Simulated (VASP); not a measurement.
# Ni (Fm-3m) in VASP: notebook

Ni is run at these levels: PBE; tasks: single point.

Everything below comes from runs of VASP 6.6.1. Logs are shortened: lines on timing, memory, paths and dates and some standing lists are left out, and cuts for length are marked.

### Step 1. The cell of the first run

Symmetry: Fm-3m, No. 225, cubic system. Conventional cell: a = 3.447 Å, b = 3.447 Å, c = 3.447 Å, α = 90.00°, β = 90.00°, γ = 90.00°. Within 3.2 Å of Ni (site symmetry m-3m) lie 12 Ni at 2.44 Å.

### Step 2. Single point, PBE, collinear spin, ferromagnetic start (10.24 Å³/atom)

File INCAR:

```
SYSTEM = Ni
PREC     = Accurate       ! precision mode
ENCUT    = 520            ! plane-wave cutoff, eV
EDIFF    = 1E-6           ! SCF threshold, eV
ISMEAR   = 0              ! smearing method
SIGMA    = 0.1            ! smearing width, eV
LREAL    = .False.        ! projectors in reciprocal space
LASPH    = .True.         ! aspherical terms in the spheres
NELM     = 150            ! most SCF steps
ALGO     = Fast           ! electronic algorithm
ISIF     = 2              ! what is computed and relaxed
LWAVE    = .False.        ! write WAVECAR
LCHARG   = .False.        ! write CHGCAR
ISPIN    = 2              ! spin polarisation
MAGMOM   = 0.75           ! initial moments
LORBIT   = 11             ! projections on sites
LMAXMIX  = 4              ! l up to which the mixer works
GGA      = PE             ! functional
NBANDS   = 15             ! bands
```

File KPOINTS:

```
regular mesh
0
Gamma
  20 20 20
  0 0 0
```

File POSCAR:

```
Ni
1.0
    0.0000000000      1.7233249647      1.7233249647
    1.7233249647      0.0000000000      1.7233249647
    1.7233249647      1.7233249647      0.0000000000
Ni
1
Direct
    0.0000000000      0.0000000000      0.0000000000
```

Potentials or basis: VASP PAW PBE potentials, release 64 (Ni).

Run with:

```bash
> cat potpaw_PBE.64/Ni/POTCAR > POTCAR
> mpirun -np 1 vasp_std > vasp.out
```

OUTCAR:

```text
SYSTEM = Ni
   PREC = Accurate
   ENCUT = 520
   EDIFF = 1E-6
   ISMEAR = 0
   LREAL = .False.
   LASPH = .True.
   NELM = 150
   ISIF = 2
   ISPIN = 2
   LORBIT = 11
   GGA = PE

 ion  position               nearest neighbor table
   1  0.000  0.000  0.000-

  LATTYP: Found a face centered cubic cell.
 ALAT       =     3.4466499294

  Lattice vectors:

 A1 = (   0.0000000000,   1.7233249647,   1.7233249647)
 A2 = (   1.7233249647,   0.0000000000,   1.7233249647)
 A3 = (   1.7233249647,   1.7233249647,   0.0000000000)

Analysis of symmetry for initial positions (statically):
=====================================================================
 Subroutine PRICEL returns:
 Original cell was already a primitive cell.

 Routine SETGRP: Setting up the symmetry group for a
 face centered cubic supercell.

 Subroutine GETGRP returns: Found 48 space group operations
 (whereof 48 operations were pure point group operations)
 out of a pool of 48 trial point group operations.

The static configuration has the point symmetry O_h .

Analysis of symmetry for dynamics (positions and initial velocities):
=====================================================================
 Subroutine PRICEL returns:
 Original cell was already a primitive cell.

 Routine SETGRP: Setting up the symmetry group for a
 face centered cubic supercell.

 Subroutine GETGRP returns: Found 48 space group operations
 (whereof 48 operations were pure point group operations)
 out of a pool of 48 trial point group operations.

The dynamic configuration has the point symmetry O_h .

Analysis of structural, dynamic, and magnetic symmetry:
=====================================================================
 Subroutine PRICEL returns:
 Original cell was already a primitive cell.

 Routine SETGRP: Setting up the symmetry group for a
 face centered cubic supercell.

 Subroutine GETGRP returns: Found 48 space group operations
 (whereof 48 operations were pure point group operations)
 out of a pool of 48 trial point group operations.

The overall configuration has the point symmetry O_h .

 Subroutine INISYM returns: Found 48 space group operations
 (whereof 48 operations are pure point group operations),
 and found     1 'primitive' translations

----------------------------------------------------------------------------------------

                                     Primitive cell

  volume of cell :      10.2360

  direct lattice vectors                    reciprocal lattice vectors
     0.000000000  1.723324965  1.723324965    -0.290136805  0.290136805  0.290136805
     1.723324965  0.000000000  1.723324965     0.290136805 -0.290136805  0.290136805
     1.723324965  1.723324965  0.000000000     0.290136805  0.290136805 -0.290136805

  length of vectors
     2.437149537  2.437149537  2.437149537     0.502531688  0.502531688  0.502531688

  position of ions in fractional coordinates (direct lattice)
     0.000000000  0.000000000  0.000000000

  ion indices of the primitive-cell ions
   primitive index   ion index
                 1           1

----------------------------------------------------------------------------------------

 KPOINTS: regular mesh

Automatic generation of k-mesh.
 Grid dimensions read from file:
 generate k-points for:   20   20   20

 Generating k-lattice:

  Cartesian coordinates                     Fractional coordinates (reciprocal lattice)
    -0.014506840  0.014506840  0.014506840     0.050000000  0.000000000  0.000000000
     0.014506840 -0.014506840  0.014506840     0.000000000  0.050000000  0.000000000
     0.014506840  0.014506840 -0.014506840     0.000000000  0.000000000  0.050000000

  Length of vectors
     0.025126584  0.025126584  0.025126584

  Shift w.r.t. Gamma in fractional coordinates (k-lattice)
     0.000000000  0.000000000  0.000000000

 Subroutine IBZKPT returns following result:
 ===========================================

 Found    256 irreducible k-points:

 Following reciprocal coordinates:
            Coordinates               Weight
  0.000000  0.000000  0.000000      1.000000
  0.050000  0.000000  0.000000      8.000000
  0.100000  0.000000  0.000000      8.000000
  0.150000  0.000000  0.000000      8.000000
  0.200000  0.000000  0.000000      8.000000
  0.250000  0.000000  0.000000      8.000000
[... 16 lines left out ...]
 -0.400000  0.050000  0.000000     24.000000
 -0.350000  0.050000  0.000000     24.000000
 [... further k-points ...]
   k-points           NKPTS =    256   k-points in BZ     NKDIM =    256   number of bands    NBANDS=     15
   number of dos      NEDOS =    301   number of ions     NIONS =      1
   total plane-waves  NPLWV =   5832
   dimension x,y,z NGX =    18 NGY =   18 NGZ =   18
   dimension x,y,z NGXF=    36 NGYF=   36 NGZF=   36
   ions per type =               1
   NGX,Y,Z   is equivalent  to a cutoff of  12.28, 12.28, 12.28 a.u.
   NGXF,Y,Z  is equivalent  to a cutoff of  24.56, 24.56, 24.56 a.u.
 SYSTEM =  Ni
   PREC   = accura    normal or accurate (medium, high low for compatibility)
   ISTART =      0    job   : 0-new  1-cont  2-samecut
   ICHARG =      2    charge: 1-file 2-atom 10-const
   ISPIN  =      2    spin polarized calculation?
   LNONCOLLINEAR =      F non collinear calculations
   LSORBIT =      F    spin-orbit coupling
   LASPH  =      T    aspherical Exc in radial PAW
   ENCUT  =  520.0 eV  38.22 Ry    6.18 a.u.   4.53  4.53  4.53*2*pi/ulx,y,z
   NELM   =    150;   NELMIN=  2; NELMDL= -5     # of ELM steps
   EDIFF  = 0.1E-05   stopping-criterion for ELM
   LREAL  =      F    real-space projection
   EDIFFG = 0.1E-04   stopping-criterion for IOM
   NSW    =      0    number of steps for IOM
   IBRION =     -1    ionic relax: 0-MD 1-quasi-New 2-CG
   NFREE  =      0    steps in history (QN), initial steepest desc. (CG)
   ISIF   =      2    stress and relaxation
   ISYM   =      2    0-nonsym 1-usesym 2-fastsym
   POTIM  = 0.5000    time-step for ionic-motion
   TEBEG  =    0.0;   TEEND  =   0.0 temperature during run
   PSTRESS=    0.0 pullay stress
   NELECT =      10.0000    total number of electrons
   NUPDOWN=      -1.0000    fix difference up-down
   EMIN   =  10.00;   EMAX   =-10.00  energy-range for DOS
   EFERMI =   0.00;   METHOD = LEGACY
   ISMEAR =     0;   SIGMA  =   0.10  broadening in eV -4-tet -1-fermi 0-gaus
   EFERMI_NEDOS =   21; number of points for ismear=-14 and -15
   IALGO  =     68    algorithm
   IMIX   =      4    mixing-type and parameters
     AMIX     =   0.40;   BMIX     =  1.00
     AMIX_MAG =   1.60;   BMIX_MAG =  1.00
  volume/ion in A,a.u.               =      10.24        69.08
  Fermi-wavevector in a.u.,A,eV,Ry     =   1.624417  3.069704 35.902130  2.638732
  Thomas-Fermi vector in A             =   2.717708
   LORBIT       =     11    0 simple, 1 ext, 2 COOP (PROOUT), +10 PAW based schemes
   GGA     = PE    functional components
   LHFCALC =     F    Hartree Fock is set to
   AEXX    =    0.0000 exact exchange contribution
   IVDW    =     0    specifies the selected vdW correction
   LEPSILON=     F    determine dielectric tensor
   LRPA    =     F    only Hartree local field effects (RPA)
 spin polarized calculation
 RMM-DIIS sequential band-by-band and
 Gauss-broadening in eV      SIGMA  =   0.10
  energy-cutoff  :      520.00
  volume of cell :       10.24
 maximum number of plane-waves:       291
   NGX =  9   NGY =  9   NGZ =  9

 number of electron      10.0000000 magnetization       0.7500000

 number of electron       9.9999990 magnetization       0.6190349

 Free energy of the ion-electron system (eV)
  ---------------------------------------------------
  ext. energy  EPLUGINS =         0.00000000
  ---------------------------------------------------
  free energy    TOTEN  =        -5.44818915 eV

  energy without entropy =       -5.44005338  energy(sigma->0) =       -5.44412126

 E-fermi :  10.2686     XC(G=0): -13.6197

 val. band max:       10.2680960212   @ k =   0.4500   0.1500   0.0500
 cond. band min:      10.2692477775   @ k =  -0.2500   0.1000   0.0000
 fundamental gap:      0.0011517563
 Fermi energy:        10.2685611756

 spin component 1

 k-point     1 :       0.0000    0.0000    0.0000
  band No.  band energies     occupation
      1       0.8247      1.00000
      2       7.6747      1.00000
      3       7.6747      1.00000
      4       7.6747      1.00000
      5       8.9545      1.00000
      6       8.9545      1.00000
      7      34.5083      0.00000
      8      38.8513      0.00000
      9      38.8513      0.00000
     10      38.8513      0.00000
     11      42.0149      0.00000
     12      42.0149      0.00000
     13      42.0149      0.00000
     14      44.8174      0.00000
[... 401 lines left out ...]
      2       7.7608      1.00000
      3       7.8206      1.00000
      4       7.9389      1.00000
      5       9.3231      1.00000
      6       9.7014      1.00000
      7      19.9120      0.00000
      8      32.6217      0.00000
      9      35.1970      0.00000
     10      37.3433      0.00000
     11      39.2020      0.00000
     12      41.1161      0.00000
     13      45.6217      0.00000
     14      52.5525      0.00000
     15      54.2241      0.00000

 [... further k-points ...]

 spin component 2

 k-point     1 :       0.0000    0.0000    0.0000
  band No.  band energies     occupation
      1       0.7951      1.00000
      2       8.4183      1.00000
      3       8.4183      1.00000
      4       8.4183      1.00000
      5       9.5359      1.00000
      6       9.5359      1.00000
      7      34.3578      0.00000
      8      38.8286      0.00000
      9      38.8286      0.00000
     10      38.8286      0.00000
     11      42.1235      0.00000
     12      42.1235      0.00000
     13      42.1235      0.00000
     14      44.6975      0.00000
[... 401 lines left out ...]
      2       8.2829      1.00000
      3       8.3991      1.00000
      4       8.4440      1.00000
      5      10.0464      0.99916
      6      10.3892      0.04394
      7      20.1662      0.00000
      8      32.5796      0.00000
      9      35.2198      0.00000
     10      37.4494      0.00000
     11      39.2388      0.00000
     12      41.1418      0.00000
     13      45.6922      0.00000
     14      52.6356      0.00000
     15      54.4093      0.00000

 [... further k-points ...]

------------------------ aborting loop because EDIFF is reached ----------------------------------------

  FORCE on cell =-STRESS in cart. coord.  units (eV):
  Direction    XX          YY          ZZ          XY          YZ          ZX
  --------------------------------------------------------------------------------------
  -------------------------------------------------------------------------------------
  Total        0.8961097      0.8961097      0.8961097      0.0000000      0.0000000      0.0000000
  in kB      140.2620614    140.2620614    140.2620614      0.0000000      0.0000000      0.0000000
  external PRESSURE =     140.2620614 kB  Pullay stress =       0.0000000 kB

 VOLUME and BASIS-vectors are now :
 -----------------------------------------------------------------------------
  energy-cutoff  :      520.00
  volume of cell :       10.24
      direct lattice vectors                 reciprocal lattice vectors
     0.000000000  1.723324965  1.723324965    -0.290136805  0.290136805  0.290136805
     1.723324965  0.000000000  1.723324965     0.290136805 -0.290136805  0.290136805
     1.723324965  1.723324965  0.000000000     0.290136805  0.290136805 -0.290136805

 POSITION                                       TOTAL-FORCE (eV/Angst)
 -----------------------------------------------------------------------------------
      0.00000      0.00000      0.00000        -0.000000      0.000000      0.000000
 -----------------------------------------------------------------------------------
    total drift:                                0.000000     -0.000000     -0.000000

  FREE ENERGIE OF THE ION-ELECTRON SYSTEM (eV)
  ---------------------------------------------------
  free  energy   TOTEN  =        -5.4481891455 eV

  energy  without entropy=       -5.4400533764  energy(sigma->0) =       -5.44412126

 total charge

# of ion       s       p       d       tot
------------------------------------------
    1        0.525   0.555   8.345   9.425

 magnetization (x)

# of ion       s       p       d       tot
------------------------------------------
    1       -0.006  -0.026   0.658   0.626
```

It took 2.2 min on 1 thread of Intel Xeon 8259CL, shared host; peak memory 0.17 GiB.

Results:

- Free energy: -5.4482 eV
- Pressure: 14.0 GPa
- Net moment: 0.62 μB per cell
- Site moments: Ni +0.63 μB
- Valence electrons inside the program's atomic spheres: Ni 9.43

Levels at points of the mesh, in eV from the Fermi level:
Spin up:
| k point | band 3 | band 4 | band 5 | band 6 | band 7 | band 8 |
| --- | --- | --- | --- | --- | --- | --- |
| (0.00, 0.00, 0.00) | -2.59 | -2.59 | -1.31 | -1.31 | 24.24 | 28.58 |
| (0.50, 0.00, 0.00) | -2.58 | -0.59 | -0.59 | -0.41 | 6.11 | 22.70 |
| (0.50, 0.50, 0.00) | -0.54 | -0.44 | -0.44 | 2.49 | 9.78 | 15.40 |
Spin down:
```tsv
k point	band 3	band 4	band 5	band 6	band 7	band 8
(0.00, 0.00, 0.00)	-1.85	-1.85	-0.73	-0.73	24.09	28.56
(0.50, 0.00, 0.00)	-1.97	-0.46	0.16	0.16	6.54	22.56
(0.50, 0.50, 0.00)	0.07	0.42	0.42	2.45	10.02	15.42
```

Caveat: the cell stands under pressure.

### Step 3. Single point, PBE, collinear spin, ferromagnetic start (10.56 Å³/atom)

This run uses another cell than the first one, of 10.56 Å³/atom.

File INCAR:

```
SYSTEM = Ni
PREC = Accurate
ENCUT = 520
EDIFF = 1E-7
ISMEAR = 0
SIGMA = 0.1
LREAL = .FALSE.
LASPH = .TRUE.
NELM = 150
ALGO = Normal
ISIF = 2
LWAVE = .FALSE.
LCHARG = .FALSE.
ISPIN = 2
MAGMOM = 0.75
LORBIT = 11
LMAXMIX = 4
GGA = PE
NBANDS = 15
```

File KPOINTS:

```
regular mesh
0
G
  20 20 20
  0 0 0
```

File POSCAR:

```
Ni
1.0
    0.0000000000      1.7414665606      1.7414665606
    1.7414665606      0.0000000000      1.7414665606
    1.7414665606      1.7414665606      0.0000000000
Ni
1
Direct
    0.0000000000      0.0000000000      0.0000000000
```

Potentials or basis: VASP PAW PBE potentials, release 64 (Ni).

Run with:

```bash
> cat potpaw_PBE.64/Ni/POTCAR > POTCAR
> mpirun -np 1 vasp_std > vasp.out
```

Wall time 2.6 min (1 thread of Intel Xeon 8259CL, shared host); peak memory 0.17 GiB.

The run converged. Its results:

```
Free energy                                           : -5.4689 eV
Pressure                                              : 6.4 GPa
Net moment                                            : 0.62 μB per cell
Site moments                                          : Ni +0.63 μB
Valence electrons inside the program's atomic spheres : Ni 9.36
```

Levels at points of the mesh, in eV from the Fermi level:
Spin up:
| k point | band 1 | band 2 | band 3 | band 4 | band 5 | band 6 | band 7 | band 8 | band 9 | band 10 |
| --- | --- | --- | --- | --- | --- | --- | --- | --- | --- | --- |
| (0.00, 0.00, 0.00) | -9.22 | -2.51 | -2.51 | -2.51 | -1.29 | -1.29 | 23.97 | 28.07 | 28.07 | 28.07 |
| (0.50, 0.00, 0.00) | -5.00 | -2.50 | -2.50 | -0.60 | -0.60 | -0.35 | 5.87 | 22.45 | 25.19 | 25.19 |
| (0.50, 0.50, 0.00) | -4.83 | -4.36 | -0.55 | -0.46 | -0.46 | 2.46 | 9.48 | 15.10 | 15.10 | 20.10 |
Spin down:
```csv
k point,band 2,band 3,band 4,band 5,band 6,band 7,band 8,band 9
"(0.00, 0.00, 0.00)",-1.76,-1.76,-1.76,-0.70,-0.70,23.82,28.05,28.05
"(0.50, 0.00, 0.00)",-1.88,-1.88,-0.41,0.16,0.16,6.30,22.31,25.28
"(0.50, 0.50, 0.00)",-3.74,0.06,0.40,0.40,2.43,9.73,15.11,15.11
```

Caveat: the cell stands under pressure.

### Step 4. Single point, PBE, collinear spin, ferromagnetic start

This run uses another cell than the first one, of 10.89 Å³/atom.

File INCAR:

```
  ALGO = Normal
  EDIFF = 1E-6
  ENCUT = 520
  GGA = PE
  ISIF = 2
  ISMEAR = 0
  ISPIN = 2
  LASPH = True
  LCHARG = False
  LMAXMIX = 4
  LORBIT = 11
  LREAL = False
  LWAVE = False
  MAGMOM = 0.81
  NBANDS = 15
  NELM = 150
  PREC = Accurate
  SIGMA = 0.1
```

File KPOINTS:

```
k-points
0
Gamma
  20 20 20
```

File POSCAR:

```
Ni
1.0
    0.0000000000      1.7592378550      1.7592378550
    1.7592378550      0.0000000000      1.7592378550
    1.7592378550      1.7592378550      0.0000000000
Ni
1
Direct
    0.0000000000      0.0000000000      0.0000000000
```

Run with:

```bash
> cat potpaw_PBE.64/Ni/POTCAR > POTCAR
> mpirun -np 1 vasp_std > vasp.out
```

It took 2.8 min on 1 thread of Intel Xeon 8259CL, shared host; peak memory 0.18 GiB.

It converged, with:

```yaml
Free_energy: -5.4751 eV
Pressure: 0.0 GPa
Net_moment: 0.63 μB per cell
Site_moments: Ni +0.64 μB
Valence_electrons_inside_the_program's_atomic_spheres: Ni 9.31
```

Levels at points of the mesh, in eV from the Fermi level:
Spin up:
```
           k point  band 1  band 2  band 3  band 4  band 5  band 6  band 7  band 8  band 9  band 10
(0.00, 0.00, 0.00)   -9.00   -2.44   -2.44   -2.44   -1.26   -1.26   23.72   27.57   27.57    27.57
(0.50, 0.00, 0.00)   -4.83   -2.42   -2.42   -0.61   -0.61   -0.29    5.65   22.21   24.66    24.66
(0.50, 0.50, 0.00)   -4.64   -4.19   -0.55   -0.48   -0.48    2.45    9.21   14.82   14.82    19.71
```
Spin down:
```csv
k point,band 2,band 3,band 4,band 5,band 6,band 7,band 8,band 9
"(0.00, 0.00, 0.00)",-1.68,-1.68,-1.68,-0.67,-0.67,23.55,27.55,27.55
"(0.50, 0.00, 0.00)",-1.80,-1.80,-0.35,0.15,0.15,6.08,22.06,24.74
"(0.50, 0.50, 0.00)",-3.58,0.06,0.39,0.39,2.40,9.45,14.82,14.82
```

[end of part 1 of 2]
